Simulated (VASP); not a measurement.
# Rh (Fm-3m) in VASP: a series of runs

Rh is run at these levels: vdW-DF2; tasks: equation of state.

Program: VASP 6.6.1. These are calculated values, not measurements. Logs are shortened: lines on timing, memory, paths and dates and some standing lists are left out, and cuts for length are marked.

### 1 The cell of the first run

Symmetry: Fm-3m, No. 225, cubic system. Conventional cell: a = 3.796 Å, b = 3.796 Å, c = 3.796 Å, α = 90.00°, β = 90.00°, γ = 90.00°. Within 3.5 Å of Rh (site symmetry m-3m) lie 12 Rh at 2.68 Å.

### 2 Equation of state, vdW-DF2

File POSCAR.step1:

```
Rh
1.0
    0.0000000000      1.8458277038      1.8458277038
    1.8458277038      0.0000000000      1.8458277038
    1.8458277038      1.8458277038      0.0000000000
Rh
1
Direct
    0.0000000000      0.0000000000      0.0000000000
```

File POSCAR.step2:

```
Rh
1.0
    0.0000000000      1.8722002341      1.8722002341
    1.8722002341      0.0000000000      1.8722002341
    1.8722002341      1.8722002341      0.0000000000
Rh
1
Direct
    0.0000000000      0.0000000000      0.0000000000
```

File POSCAR.step3:

```
Rh
1.0
    0.0000000000      1.8978500000      1.8978500000
    1.8978500000      0.0000000000      1.8978500000
    1.8978500000      1.8978500000      0.0000000000
Rh
1
Direct
    0.0000000000      0.0000000000      0.0000000000
```

File POSCAR.step4:

```
Rh
1.0
    0.0000000000      1.9228245745      1.9228245745
    1.9228245745      0.0000000000      1.9228245745
    1.9228245745      1.9228245745      0.0000000000
Rh
1
Direct
    0.0000000000      0.0000000000      0.0000000000
```

File POSCAR.step5:

```
Rh
1.0
    0.0000000000      1.9471667102      1.9471667102
    1.9471667102      0.0000000000      1.9471667102
    1.9471667102      1.9471667102      0.0000000000
Rh
1
Direct
    0.0000000000      0.0000000000      0.0000000000
```

File INCAR:

```
GGA      = ML             # functional
LUSE_VDW = True         
AGGAC    = 0.0          
ZAB_VDW  = -1.8867      
ISMEAR   = 2              # smearing method
SIGMA    = 0.1            # smearing width, eV
LWAVE    = False          # write WAVECAR
LCHARG   = False          # write CHGCAR
ISIF     = 2              # what is computed and relaxed
NSW      = 0              # ionic steps
PREC     = Accurate       # precision mode
LASPH    = True           # aspherical terms in the spheres
LREAL    = False          # projectors in reciprocal space
ALGO     = Normal         # electronic algorithm
EDIFF    = 1E-6           # SCF threshold, eV
NELM     = 120            # most SCF steps
GGA_COMPAT= False        
ENCUT    = 320            # plane-wave cutoff, eV
```

File KPOINTS:

```
Automatic mesh
0
Gamma
  16 16 16
  0 0 0
```

Potentials or basis: VASP PAW PBE potentials, release 64 (Rh_pv).

The run is started by

```
> cat potpaw_PBE.64/Rh_pv/POTCAR > POTCAR
> cp POSCAR.step1 POSCAR
> mpirun -np 1 vasp_std > vasp.out
> cp POSCAR.step2 POSCAR
> mpirun -np 1 vasp_std > vasp.out
> cp POSCAR.step3 POSCAR
> mpirun -np 1 vasp_std > vasp.out
> cp POSCAR.step4 POSCAR
> mpirun -np 1 vasp_std > vasp.out
> cp POSCAR.step5 POSCAR
> mpirun -np 1 vasp_std > vasp.out
```

OUTCAR:

```text
GGA = ML
   ISMEAR = 2
   ISIF = 2
   NSW = 0
   PREC = Accurate
   LASPH = True
   LREAL = False
   EDIFF = 1E-6
   NELM = 120
   ENCUT = 320

 Found    145 irreducible k-points:

 Following reciprocal coordinates:
            Coordinates               Weight
  0.000000  0.000000  0.000000      1.000000
  0.062500  0.000000  0.000000      8.000000
  0.125000  0.000000  0.000000      8.000000
  0.187500  0.000000  0.000000      8.000000
  0.250000  0.000000  0.000000      8.000000
  0.312500  0.000000  0.000000      8.000000
   k-points           NKPTS =    145   k-points in BZ     NKDIM =    145   number of bands    NBANDS=     11
   number of dos      NEDOS =    301   number of ions     NIONS =      1
   total plane-waves  NPLWV =   4096
   dimension x,y,z NGX =    16 NGY =   16 NGZ =   16
   dimension x,y,z NGXF=    32 NGYF=   32 NGZF=   32
   ions per type =               1
   NGX,Y,Z   is equivalent  to a cutoff of   9.66,  9.66,  9.66 a.u.
   NGXF,Y,Z  is equivalent  to a cutoff of  19.32, 19.32, 19.32 a.u.
 SYSTEM =  unknown system
   PREC   = accura    normal or accurate (medium, high low for compatibility)
   ISTART =      0    job   : 0-new  1-cont  2-samecut
   ICHARG =      2    charge: 1-file 2-atom 10-const
   ISPIN  =      1    spin polarized calculation?
   LNONCOLLINEAR =      F non collinear calculations
   LSORBIT =      F    spin-orbit coupling
   LASPH  =      T    aspherical Exc in radial PAW
   ENCUT  =  320.0 eV  23.52 Ry    4.85 a.u.   4.02  4.02  4.02*2*pi/ulx,y,z
   NELM   =    120;   NELMIN=  2; NELMDL=  0     # of ELM steps
   EDIFF  = 0.1E-05   stopping-criterion for ELM
   LREAL  =      F    real-space projection
   EDIFFG = 0.1E-04   stopping-criterion for IOM
   NSW    =      0    number of steps for IOM
   IBRION =     -1    ionic relax: 0-MD 1-quasi-New 2-CG
   NFREE  =      0    steps in history (QN), initial steepest desc. (CG)
   ISIF   =      2    stress and relaxation
   ISYM   =      2    0-nonsym 1-usesym 2-fastsym
   POTIM  = 0.5000    time-step for ionic-motion
   TEBEG  =    0.0;   TEEND  =   0.0 temperature during run

   SCALEE = 1.0000    scale energy and forces
   PSTRESS=    0.0 pullay stress
   NELECT =      15.0000    total number of electrons
   NUPDOWN=      -1.0000    fix difference up-down
   EMIN   =  10.00;   EMAX   =-10.00  energy-range for DOS
   EFERMI =   0.00;   METHOD = LEGACY
   ISMEAR =     2;   SIGMA  =   0.10  broadening in eV -4-tet -1-fermi 0-gaus
   EFERMI_NEDOS =   21; number of points for ismear=-14 and -15
   IALGO  =     38    algorithm
   IMIX   =      4    mixing-type and parameters
     AMIX     =   0.40;   BMIX     =  1.00
     AMIX_MAG =   1.60;   BMIX_MAG =  1.00
  volume/ion in A,a.u.               =      14.77        99.64
  Fermi-wavevector in a.u.,A,eV,Ry     =   1.645731  3.109980 36.850423  2.708430
  Thomas-Fermi vector in A             =   2.735478
   LORBIT       =      0    0 simple, 1 ext, 2 COOP (PROOUT), +10 PAW based schemes
   GGA     = ML    functional components
   LHFCALC =     F    Hartree Fock is set to
   AEXX    =    0.0000 exact exchange contribution
   IVDW_NL    =     1    kernel type
   BPARAM     = 6.3000
   IVDW    =     0    specifies the selected vdW correction
   LEPSILON=     F    determine dielectric tensor
   LRPA    =     F    only Hartree local field effects (RPA)

   CSHIFT  =0.1000    complex shift for real part using Kramers Kronig

   OMEGAMAX=  -1.0    maximum frequency
 non-spin polarized calculation
 Methfessel and Paxton  Order N= 2 SIGMA  =   0.10
  energy-cutoff  :      320.00
  volume of cell :       14.77
 maximum number of plane-waves:       202
   NGX =  9   NGY =  9   NGZ =  9

 number of electron      14.9999988 magnetization

 Free energy of the ion-electron system (eV)
  ---------------------------------------------------
  ext. energy  EPLUGINS =         0.00000000
  ---------------------------------------------------
  free energy    TOTEN  =        -2.99206781 eV

  energy without entropy =       -2.99159794  energy(sigma->0) =       -2.99195034

 E-fermi :  10.8298     XC(G=0): -13.2228

 val. band max:       10.8145109758   @ k =   0.5000   0.3125   0.1250
 cond. band min:      10.8375910599   @ k =  -0.3750   0.0625   0.0000
 fundamental gap:      0.0230800841
 Fermi energy:        10.8298267717

 k-point     1 :       0.0000    0.0000    0.0000
  band No.  band energies     occupation
      1     -35.4187      2.00000
      2     -35.4187      2.00000
      3     -35.4187      2.00000
      4       3.6543      2.00000
      5       8.1329      2.00000
      6       8.1329      2.00000
      7       8.1329      2.00000
      8       9.9331      2.00000
      9       9.9331      2.00000
     10      27.2091      0.00000
     11      32.1348      0.00000

 k-point     2 :       0.0625    0.0000    0.0000
  band No.  band energies     occupation
      1     -35.4408      2.00000
      2     -35.4217      2.00000
      3     -35.4217      2.00000
      4       3.8019      2.00000
      5       8.0746      2.00000
      6       8.1881      2.00000
      7       8.1881      2.00000
      8       9.9045      2.00000
      9       9.9045      2.00000
     10      27.4046      0.00000
     11      31.3218      0.00000

 k-point     3 :       0.1250    0.0000    0.0000
  band No.  band energies     occupation
      1     -35.5041      2.00000
      2     -35.4306      2.00000
      3     -35.4306      2.00000
      4       4.2205      2.00000
      5       7.9382      2.00000
      6       8.3248      2.00000
      7       8.3248      2.00000
      8       9.8521      2.00000
      9       9.8521      2.00000
     10      27.8825      0.00000
     11      29.6839      0.00000

 k-point     4 :       0.1875    0.0000    0.0000
  band No.  band energies     occupation
      1     -35.5986      2.00000
      2     -35.4439      2.00000
      3     -35.4439      2.00000
      4       4.8140      2.00000
      5       7.8534      2.00000
      6       8.4488      2.00000
      7       8.4488      2.00000
      8       9.8800      2.00000
      9       9.8800      2.00000
     10      27.5869      0.00000
     11      28.5960      0.00000

 k-point     5 :       0.2500    0.0000    0.0000
  band No.  band energies     occupation
      1     -35.7086      2.00000
      2     -35.4595      2.00000
      3     -35.4595      2.00000
      4       5.3458      2.00000
      5       8.0872      2.00000
      6       8.4470      2.00000
      7       8.4470      2.00000
      8      10.1034      2.00000
      9      10.1034      2.00000
     10      25.6497      0.00000
     11      28.5374      0.00000

 k-point     6 :       0.3125    0.0000    0.0000
  band No.  band energies     occupation
      1     -35.8166      2.00000
      2     -35.4747      2.00000
      3     -35.4747      2.00000
      4       5.5560      2.00000
      5       8.3322      2.00000
      6       8.3322      2.00000
      7       8.9012      2.00000
      8      10.4914      1.99992
      9      10.4914      1.99992
     10      23.5238      0.00000
     11      27.9877      0.00000

 [... further k-points ...]
[... 5 lines left out ...]
  --------------------------------------------------------------------------------------
  -------------------------------------------------------------------------------------
  Total        0.6814861      0.6814861      0.6814861      0.0000000      0.0000000      0.0000000
  in kB       73.9483027     73.9483027     73.9483027      0.0000000      0.0000000      0.0000000
  external PRESSURE =      73.9483027 kB  Pullay stress =       0.0000000 kB

 VOLUME and BASIS-vectors are now :
 -----------------------------------------------------------------------------
  energy-cutoff  :      320.00
  volume of cell :       14.77
      direct lattice vectors                 reciprocal lattice vectors
     0.000000000  1.947166710  1.947166710    -0.256783355  0.256783355  0.256783355
     1.947166710  0.000000000  1.947166710     0.256783355 -0.256783355  0.256783355
     1.947166710  1.947166710  0.000000000     0.256783355  0.256783355 -0.256783355

 POSITION                                       TOTAL-FORCE (eV/Angst)
 -----------------------------------------------------------------------------------
      0.00000      0.00000      0.00000        -0.000000      0.000000      0.000000
 -----------------------------------------------------------------------------------
    total drift:                                0.000000      0.000000      0.000000

  FREE ENERGIE OF THE ION-ELECTRON SYSTEM (eV)
  ---------------------------------------------------
  free  energy   TOTEN  =        -2.9920678102 eV

  energy  without entropy=       -2.9915979398  energy(sigma->0) =       -2.99195034

Total vdW correction in eV:      2.0877904
```

Run time: 65 s. Hardware: 1 thread of AMD EPYC 7R13 (Zen 3), shared host; peak memory 0.18 GiB.

What came out:

- Equilibrium volume: 15.35 Å³/atom (rough: see the caveat)
- Bulk modulus: 195 GPa (rough)

Energy against volume, from the lowest point:
```tsv
volume (Å³/atom)	energy (meV/atom)
12.578	443.37
13.125	255.86
13.671	126.90
14.218	44.70
14.765	0.00
```

Caveat: the minimum lies outside the volumes run; the PAW data sets were made with another functional, which shifts forces and pressure a little.

### 3 Equation of state, vdW-DF2

File POSCAR.step1:

```
Rh
1.0
    0.0000000000      1.8391155438      1.8391155438
    1.8391155438      0.0000000000      1.8391155438
    1.8391155438      1.8391155438      0.0000000000
Rh
1
Direct
    0.0000000000      0.0000000000      0.0000000000
```

File POSCAR.step2:

```
Rh
1.0
    0.0000000000      1.8591074964      1.8591074964
    1.8591074964      0.0000000000      1.8591074964
    1.8591074964      1.8591074964      0.0000000000
Rh
1
Direct
    0.0000000000      0.0000000000      0.0000000000
```

File POSCAR.step3:

```
Rh
1.0
    0.0000000000      1.8786784872      1.8786784872
    1.8786784872      0.0000000000      1.8786784872
    1.8786784872      1.8786784872      0.0000000000
Rh
1
Direct
    0.0000000000      0.0000000000      0.0000000000
```

File POSCAR.step4:

```
Rh
1.0
    0.0000000000      1.8978500000      1.8978500000
    1.8978500000      0.0000000000      1.8978500000
    1.8978500000      1.8978500000      0.0000000000
Rh
1
Direct
    0.0000000000      0.0000000000      0.0000000000
```

File POSCAR.step5:

```
Rh
1.0
    0.0000000000      1.9166418162      1.9166418162
    1.9166418162      0.0000000000      1.9166418162
    1.9166418162      1.9166418162      0.0000000000
Rh
1
Direct
    0.0000000000      0.0000000000      0.0000000000
```

File POSCAR.step6:

```
Rh
1.0
    0.0000000000      1.9350721950      1.9350721950
    1.9350721950      0.0000000000      1.9350721950
    1.9350721950      1.9350721950      0.0000000000
Rh
1
Direct
    0.0000000000      0.0000000000      0.0000000000
```

File POSCAR.step7:

```
Rh
1.0
    0.0000000000      1.9531580302      1.9531580302
    1.9531580302      0.0000000000      1.9531580302
    1.9531580302      1.9531580302      0.0000000000
Rh
1
Direct
    0.0000000000      0.0000000000      0.0000000000
```

Edit INCAR of step 2 so:

```diff
@@ -5,3 +5,3 @@
 ISMEAR   = 2              # smearing method
-SIGMA    = 0.1            # smearing width, eV
+SIGMA    = 0.05           # smearing width, eV
 LWAVE    = False          # write WAVECAR
@@ -14,5 +14,5 @@
 ALGO     = Normal         # electronic algorithm
-EDIFF    = 1E-6           # SCF threshold, eV
+EDIFF    = 1E-7           # SCF threshold, eV
 NELM     = 120            # most SCF steps
 GGA_COMPAT= False        
-ENCUT    = 320            # plane-wave cutoff, eV
+ENCUT    = 640            # plane-wave cutoff, eV
```

File KPOINTS:

```
Automatic mesh
0
Gamma
  23 23 23
  0 0 0
```

Potentials or basis: VASP PAW PBE potentials, release 64 (Rh_pv).

The run is started by

```
> cat potpaw_PBE.64/Rh_pv/POTCAR > POTCAR
> cp POSCAR.step1 POSCAR
> mpirun -np 1 vasp_std > vasp.out
> cp POSCAR.step2 POSCAR
> mpirun -np 1 vasp_std > vasp.out
> cp POSCAR.step3 POSCAR
> mpirun -np 1 vasp_std > vasp.out
> cp POSCAR.step4 POSCAR
> mpirun -np 1 vasp_std > vasp.out
> cp POSCAR.step5 POSCAR
> mpirun -np 1 vasp_std > vasp.out
> cp POSCAR.step6 POSCAR
> mpirun -np 1 vasp_std > vasp.out
> cp POSCAR.step7 POSCAR
> mpirun -np 1 vasp_std > vasp.out
```

OUTCAR:

```text
GGA = ML
   ISMEAR = 2
   ISIF = 2
   NSW = 0
   PREC = Accurate
   LASPH = True
   LREAL = False
   EDIFF = 1E-7
   NELM = 120
   ENCUT = 640

 ion  position               nearest neighbor table
   1  0.000  0.000  0.000-

  LATTYP: Found a face centered cubic cell.
 ALAT       =     3.9063160604

  Lattice vectors:

 A1 = (   0.0000000000,   1.9531580302,   1.9531580302)
 A2 = (   1.9531580302,   0.0000000000,   1.9531580302)
 A3 = (   1.9531580302,   1.9531580302,   0.0000000000)

[... 514 lines left out ...]
      4       5.3754      2.00000
      5       7.8816      2.00000
      6       7.9650      2.00000
      7      10.6879      0.84821
      8      11.1440      0.00000
      9      12.3962      0.00000
     10      18.5930      0.00000
     11      26.6433      0.00000

 [... further k-points ...]
[... 5 lines left out ...]
  --------------------------------------------------------------------------------------
  -------------------------------------------------------------------------------------
  Total        0.5649139      0.5649139      0.5649139     -0.0000000      0.0000000     -0.0000000
  in kB       60.7366268     60.7366268     60.7366268     -0.0000000      0.0000000     -0.0000000
  external PRESSURE =      60.7366268 kB  Pullay stress =       0.0000000 kB

 VOLUME and BASIS-vectors are now :
 -----------------------------------------------------------------------------
  energy-cutoff  :      640.00
  volume of cell :       14.90
      direct lattice vectors                 reciprocal lattice vectors
     0.000000000  1.953158030  1.953158030    -0.255995671  0.255995671  0.255995671
     1.953158030  0.000000000  1.953158030     0.255995671 -0.255995671  0.255995671
     1.953158030  1.953158030  0.000000000     0.255995671  0.255995671 -0.255995671

 POSITION                                       TOTAL-FORCE (eV/Angst)
 -----------------------------------------------------------------------------------
      0.00000      0.00000      0.00000         0.000000      0.000000      0.000000
 -----------------------------------------------------------------------------------
    total drift:                               -0.000000      0.000000      0.000000

  FREE ENERGIE OF THE ION-ELECTRON SYSTEM (eV)
  ---------------------------------------------------
  free  energy   TOTEN  =        -2.9863163369 eV

  energy  without entropy=       -2.9863801617  energy(sigma->0) =       -2.98633229

Total vdW correction in eV:      2.0978040
```

OUTCAR.step1:

```text
GGA = ML
   ISMEAR = 2
   ISIF = 2
   NSW = 0
   PREC = Accurate
   LASPH = True
[... 563 lines left out ...]
 -----------------------------------------------------------------------------------
      0.00000      0.00000      0.00000        -0.000000      0.000000     -0.000000
 -----------------------------------------------------------------------------------
    total drift:                               -0.000000      0.000000      0.000000

  FREE ENERGIE OF THE ION-ELECTRON SYSTEM (eV)
  ---------------------------------------------------
  free  energy   TOTEN  =        -2.4824272500 eV

  energy  without entropy=       -2.4825812045  energy(sigma->0) =       -2.48246574

Total vdW correction in eV:      1.9271312
```

It took 8.4 min on 1 thread of AMD EPYC 7R13 (Zen 3), shared host; peak memory 0.3 GiB.

What came out:

```yaml
Equilibrium_volume: "15.34 Å³/atom (rough: see the caveat)"
Bulk_modulus: 195 GPa (rough)
```

Energy against volume, from the lowest point:
| volume (Å³/atom) | energy (meV/atom) |
| --- | --- |
| 12.441 | 503.89 |
| 12.851 | 345.11 |
| 13.261 | 222.97 |
| 13.671 | 131.80 |
| 14.082 | 66.84 |
| 14.492 | 24.04 |
| 14.902 | 0.00 |

Caveat: the minimum lies outside the volumes run; the PAW data sets were made with another functional, which shifts forces and pressure a little.
